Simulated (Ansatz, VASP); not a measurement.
# One calculation of Si, two programs

```
Si
1.0
     7.73527    0.00000    0.00000
     0.00000    7.73527    0.00000
     0.00000    0.00000   21.43708
Si
24
Direct
  0.91883 0.00211 0.33620
  0.12833 0.49949 0.36899
  0.62820 0.99913 0.37599
  0.41332 0.49681 0.33617
  0.49413 0.26638 0.40499
  0.48570 0.73569 0.40149
  0.00649 0.23666 0.40359
  0.00146 0.76277 0.40149
  0.24531 0.76067 0.47204
  0.25229 0.23635 0.47340
  0.74435 0.74018 0.46099
  0.75414 0.27989 0.46326
  0.74024 0.00832 0.51685
  0.74386 0.51318 0.53362
  0.24663 0.99730 0.54202
  0.24627 0.49899 0.53461
  0.49826 0.51911 0.60060
  0.51603 0.98511 0.59475
  0.99375 0.47822 0.60051
  0.97215 0.00310 0.59122
  0.86165 0.73598 0.62832
  0.91056 0.23487 0.66215
  0.57549 0.75541 0.66844
  0.62255 0.25427 0.62830
```

Alike in both runs: functional PBE; k mesh 4 × 4 × 1; occupations gaussian, width 0.03 eV; no spin polarisation.

Ansatz relaxed the structure, and its values are those at the end. VASP's run is a single point on that final structure, the one shown.

```csv
,VASP,Ansatz
version,VASP 6.6.1,Ansatz 0.2.0
potentials or method,"VASP PAW PBE potentials, release 64 (Si), cutoff 400 eV","scalar-relativistic, plane waves, PAW"
valence electrons in the cell,96,96
```

|  | VASP | Ansatz | Ansatz less VASP |
| --- | --- | --- | --- |
| gap on the k mesh at the Fermi level (eV) | 0.05 | 0.05 | -0.003 |
| least direct gap on the mesh (eV) | 0.19 | 0.19 | 0.000 |
| rms of the force components (eV/Å) | 0.004 | 0.003 | -0.0007 |

The functional is the same, so the differences come from potentials, cutoffs and numerics.
